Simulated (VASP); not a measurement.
**Ag2O: single point with LDA**

The system is Ag2O.

```
Ag O
1.0
     4.77460    0.00000    0.00000
     0.00000    4.77460    0.00000
     0.00000    0.00000    4.77460
Ag O
4 2
Direct
  0.25000 0.25000 0.25000
  0.25000 0.75000 0.75000
  0.75000 0.75000 0.25000
  0.75000 0.25000 0.75000
  0.00000 0.00000 0.00000
  0.50000 0.50000 0.50000
```

- Program: VASP 6.6.1
- Task: single point
- Functional: LDA
- Potentials or basis: VASP PAW LDA potentials, release 64 (Ag, O)
- Cutoff: 600 eV
- k mesh: 4 × 4 × 4
- Occupations: fermi-dirac, width 0.1 eV
- Spin: no spin polarisation
- Dipole correction: no
- Further INCAR settings: ALGO = Normal; EDIFF = 1e-06; NBANDS = 37

```
Pressure               : -7.1 GPa
Band gap on the k mesh : zero (filled and empty bands touch)
```

Levels at points of the mesh, in eV from the Fermi level:
```csv
k point,band 25,band 26,band 27,band 28,band 29,band 30,band 31,band 32
"(0.00, 0.00, 0.00)",-2.69,-0.21,-0.17,-0.17,-0.17,1.86,1.86,6.84
"(0.50, 0.00, 0.00)",-1.72,-1.72,-0.62,-0.62,1.83,1.83,4.51,4.51
"(0.50, 0.50, 0.00)",-1.73,-1.73,-0.96,-0.96,1.86,1.86,3.48,3.48
"(0.50, 0.50, 0.50)",-1.88,-0.83,-0.83,-0.83,2.39,2.39,2.39,4.53
```

It took 85 s on 1 thread of AMD EPYC 7R13, on a shared host, peak memory 0.18 GiB.

Caveat: the cell stands under tension.
